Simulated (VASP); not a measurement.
Input of a VASP 6.6.1 run:

INCAR

```
SYSTEM = N
PREC = Accurate ; ENCUT = 520
EDIFF = 1E-6 ; ISMEAR = -1
SIGMA = 0.02 ; LREAL = .FALSE.
LASPH = .TRUE. ; NELM = 100
ALGO = Normal ; ISIF = 2
LWAVE = .FALSE. ; LCHARG = .FALSE.
GGA = PE ; NBANDS = 42
```

Contents of KPOINTS:

```
regular mesh
0
G
  1 1 1
  0 0 0
```

POSCAR

```
N
1.0
    6.7911070000      0.0000000000      0.0000000000
    0.0000000000      6.7911070000      0.0000000000
    0.0000000000      0.0000000000      6.7911070000
N
12
Direct
    0.5017296885      0.9666170773      0.6549889436
    0.6502916240      0.9729488874      0.5944538939
    0.3562600324      0.1823708565      0.3487060357
    0.2176375663      0.2594716885      0.3089039828
    0.7362864405      0.4026294977      0.8865712173
    0.6032742526      0.4310342923      0.7973810455
    0.3559949799      0.7211489968      0.1004401786
    0.4774626581      0.6805812366      0.2013957371
    0.1449837265      0.7225626102      0.6424872999
    0.0667048833      0.6026852470      0.5706286177
    0.9035198532      0.9415401642      1.0734037912
    0.9145784332      0.9981141513      0.9297158770
```

Potentials or basis: VASP PAW PBE potentials, release 64 (N).

Run with:

```console
$ cat potpaw_PBE.64/N/POTCAR > POTCAR
$ mpirun -np 1 vasp_gam > vasp.out
```

(1) Estimate the band gap on the k mesh.

(2) Predict the largest force.

Results:

(1) 7.22 eV.

(2) 11.896 eV/Å.

Caveat: the k points lie up to 0.93 Å⁻¹ apart; the standard files for N, O and F lose accuracy on very short bonds.
